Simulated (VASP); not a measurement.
A run of VASP 6.6.1 is set up as follows.

The input INCAR:

```
PREC     = Accurate       # precision mode
ENCUT    = 520            # plane-wave cutoff, eV
EDIFF    = 1E-7           # SCF threshold, eV
ISMEAR   = 0              # smearing method
SIGMA    = 0.01           # smearing width, eV
LREAL    = False          # projectors in reciprocal space
LASPH    = True           # aspherical terms in the spheres
NELM     = 60             # most SCF steps
ALGO     = Normal         # electronic algorithm
ISIF     = 2              # what is computed and relaxed
LWAVE    = False          # write WAVECAR
LCHARG   = True           # write CHGCAR
GGA      = PE             # functional
LELF     = True           # ELF
LVHAR    = True         
NBANDS   = 11             # bands
```

Contents of KPOINTS:

```
regular mesh
0
Gamma
  6 6 6
```

Contents of POSCAR:

```
MgS
1.0
    0.0000000000      2.6016500000      2.6016500000
    2.6016500000      0.0000000000      2.6016500000
    2.6016500000      2.6016500000      0.0000000000
Mg S
1 1
Direct
    0.0000000000      0.0000000000      0.0000000000
    0.5000000000      0.5000000000      0.5000000000
```

Potentials or basis: VASP PAW PBE potentials, release 64 (Mg, S).

Command:

```console
$ cat potpaw_PBE.64/Mg/POTCAR potpaw_PBE.64/S/POTCAR > POTCAR
$ mpirun -np 1 vasp_std > vasp.out
```

Estimate the pressure.

0.9 GPa.

What does it give for the band gap on the k mesh?

2.77 eV, indirect (least direct gap 3.71 eV).

A k mesh can miss the band edges. As with any semilocal functional, this PBE gap is likely too small.
